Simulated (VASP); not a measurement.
Runs of VASP 6.6.1 on CdF2. The structure is that of space group Fm-3m (No. 225), or close to it. The cells are those of the table. 

```csv
task,cell,gap on the mesh (eV),pressure (GPa)
single point,"a = 3.758 Å, angles 60.0°, 3 atoms",2.94,0.0
single point,"a = 3.797 Å, angles 60.0°, 3 atoms",(a),-3.7
electric field gradients,"a = 3.835 Å, angles 60.0°, 3 atoms",2.73,-6.7
single point,"a = 3.772, b = 3.772, c = 3.810 Å, angles 59.7, 59.7, 60.7°, 3 atoms",(b),-2.5
electric field gradients,"a = 3.758 Å, angles 60.0°, 3 atoms",2.94,0.0
```

Alike in all rows: level LDA; potentials or basis VASP PAW LDA potentials, release 64 (Cd, F); no spin polarisation; k mesh 8 × 8 × 8; cutoff (eV) 520; smearing fermi-dirac 0.02 eV.

Fill in the values left out.

(a) 2.83; (b) 2.85.

A k mesh can miss the band edges, and the runs leave out spin-orbit coupling on Cd.
